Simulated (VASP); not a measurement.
## NbTe: single point with PBE

Crystal: NbTe.

```
Nb Te
1.0
     3.40271    0.00000    0.00000
     0.00000    3.40271    0.00000
     0.00000    0.00000    3.40271
Nb Te
1 1
Direct
  0.50000 0.50000 0.50000
  0.00000 0.00000 0.00000
```

```yaml
Program: VASP 6.6.1
Task: single point
Functional: PBE
Potentials_or_basis: VASP PAW PBE potentials, release 64 (Nb_sv, Te)
Cutoff: 520 eV
k_mesh: 8 × 8 × 8
Occupations: fermi-dirac, width 0.05 eV
Spin: no spin polarisation
```

The pressure is 2.6 GPa.

Levels at points of the mesh, in eV from the Fermi level:
```tsv
k point	band 7	band 8	band 9	band 10	band 11	band 12	band 13	band 14
(0.00, 0.00, 0.00)	-2.76	-1.21	-1.21	-1.21	1.07	1.07	1.07	3.77
(0.50, 0.00, 0.00)	-2.87	-2.87	-1.99	1.22	2.33	4.46	4.92	4.92
(0.50, 0.50, 0.00)	-5.64	-2.69	-0.40	-0.40	0.65	1.27	2.55	4.15
(0.50, 0.50, 0.50)	-6.58	-6.58	2.07	2.07	2.07	2.67	2.67	4.96
```

It took 47 s on 1 thread of AMD EPYC 7R43 64-Core Processor (Zen 3) (shared host), peak memory 0.13 GiB.

Caveat: spin-orbit coupling is left out, which moves the levels of the heavy elements.
